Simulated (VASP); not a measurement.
Set up this calculation in VASP 6.6.1, as the native input.

- Task: single point
- Functional: PBE
- Potentials or basis: VASP PAW PBE potentials, release 64 (C)
- Cutoff: 520 eV
- k mesh: 12 × 12 × 4
- Occupations: gaussian, width 0.05 eV
- Spin: no spin polarisation
- Dipole correction: no
- Further INCAR settings: ALGO = Normal; EDIFF = 1e-06; NBANDS = 26

The structure of C lies in POSCAR:

```
C
1.0
    2.5810158241      0.0000000000      0.0000000000
   -1.2905079120      2.2352252712      0.0000000000
    0.0000000000      0.0000000000      8.5123092337
C
8
Direct
   -0.0055028011     -0.0110056021      0.0929732494
   -0.0055028011     -0.0110056021      0.5929732494
   -0.0055028011     -0.0110056021      0.4070267506
   -0.0055028011     -0.0110056021      0.9070267506
    0.3388361344      0.6776722688      0.1555299995
    0.6721694677      0.3443389355      0.6555299995
    0.3388361344      0.6776722688      0.3444700005
    0.6721694677      0.3443389355      0.8444700005
```

This cell differs from its parent crystal: atoms displaced along a vibrational mode, the cell strained.

These files were run (other wordings do the same):

INCAR

```
SYSTEM = C
PREC = Accurate
ENCUT = 520
EDIFF = 1E-6
ISMEAR = 0
SIGMA = 0.05
LREAL = .False.
LASPH = .True.
NELM = 60
ALGO = Normal
ISIF = 2
LWAVE = .False.
LCHARG = .True.
GGA = PE
LELF = .True.
LVHAR = .True.
NBANDS = 26
```

KPOINTS

```
Automatic mesh
0
Gamma
  12 12 4
  0 0 0
```

Potentials or basis: VASP PAW PBE potentials, release 64 (C).

Run with:

```bash
$ cat potpaw_PBE.64/C/POTCAR > POTCAR
$ mpirun -np 1 vasp_std > vasp.out
```

It gave:

The pressure is -26.8 GPa, the largest force is 1.371 eV/Å and the band gap on the k mesh is 4.06 eV (least direct gap 4.71 eV).

Caveat: the cell differs from its parent crystal (atoms displaced along a vibrational mode, the cell strained); the cell stands under tension; forces of over 1 eV/Å act on the atoms, so gaps and moduli don't describe the material at rest.

It took 67 s on 1 thread of Intel(R) Xeon(R) 6975P-C (Granite Rapids) (shared host), peak memory 0.23 GiB.
